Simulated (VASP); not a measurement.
Input of a VASP 6.6.1 run:

The input INCAR:

```
SYSTEM = SnPt3
PREC = Accurate
ENCUT = 520
EDIFF = 1E-7
ISMEAR = -1
SIGMA = 0.05
LREAL = .FALSE.
LASPH = .TRUE.
NELM = 100
ALGO = Normal
ISIF = 2
LWAVE = .FALSE.
LCHARG = .FALSE.
GGA = CA
NBANDS = 30
```

File KPOINTS:

```
Automatic mesh
0
G
  8 8 8
  0 0 0
```

Contents of POSCAR:

```
SnPt3
1.0
    3.9731535535      0.0000000000      0.0000000000
    0.0000000000      3.9731535535      0.0000000000
    0.0000000000      0.0000000000      3.9731535535
Sn Pt
1 3
Direct
    0.0000000000      0.0000000000      0.0000000000
    0.0000000000      0.5000000000      0.5000000000
    0.5000000000      0.0000000000      0.5000000000
    0.5000000000      0.5000000000      0.0000000000
```

Potentials or basis: VASP PAW LDA potentials, release 64 (Sn_d, Pt).

Run with:

```bash
$ cat potpaw_LDA.64/Sn_d/POTCAR potpaw_LDA.64/Pt/POTCAR > POTCAR
$ mpirun -np 1 vasp_std > vasp.out
```

Task: What does it give for the band gap on the k mesh?

Result: Zero (band 22 reaches 12.35 eV, above the bottom of band 23 at 11.88 eV).

Task: Estimate the pressure.

Result: 2.0 GPa.

Caveat: spin-orbit coupling is left out, which moves the levels of the heavy elements.
